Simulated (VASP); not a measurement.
Write the native input for VASP 6.6.1 that does the following.

| Property | Result |
| --- | --- |
| Task | single point |
| Functional | PBE |
| Potentials or basis | VASP PAW PBE potentials, release 64 (Pd) |
| Cutoff | 520 eV |
| k mesh | 6 × 6 × 6 |
| Occupations | gaussian, width 0.1 eV |
| Spin | collinear spin |
| Starting moments | [1.0] μB |
| Dipole correction | no |
| Further INCAR settings | ALGO = Fast; EDIFF = 1e-06; NBANDS = 15 |

The structure of Pd lies in POSCAR:

```
Pd
1.0
    2.7007183236      0.0000000000      0.0000000000
   -1.3503591618      2.3388906767      0.0000000000
    0.0000000000      0.0000000000      2.6313693702
Pd
1
Direct
    0.0000000000      0.0000000000      0.0000000000
```

The cell was built from a structure type or drawn by symmetry, and may not be a known phase.

One way to write it, as run:

INCAR

```
PREC = Accurate
ENCUT = 520
EDIFF = 1E-6
ISMEAR = 0
SIGMA = 0.1
LREAL = F
LASPH = T
NELM = 150
ALGO = Fast
ISIF = 2
LWAVE = F
LCHARG = T
ISPIN = 2
MAGMOM = 1
LORBIT = 11
LMAXMIX = 4
GGA = PE
LELF = T
LVHAR = T
NBANDS = 15
```

KPOINTS

```
regular mesh
0
Gamma
  6 6 6
```

Potentials or basis: VASP PAW PBE potentials, release 64 (Pd).

Launch:

```sh
$ cat potpaw_PBE.64/Pd/POTCAR > POTCAR
$ mpirun -np 1 vasp_std > vasp.out
```

It gave:

```yaml
Pressure: 0.2 GPa
Band_gap_on_the_k_mesh: zero (filled and empty bands overlap)
Net_moment: 0.00 μB per cell
Valence_electrons_inside_the_program's_atomic_spheres: Pd 9.36
```

Caveat: the k points lie up to 0.45 Å⁻¹ apart, too coarse for converged energies and pressures of a metal.

It took 12 s on 1 thread of Intel Xeon 8259CL, on a shared host, peak memory 0.13 GiB.
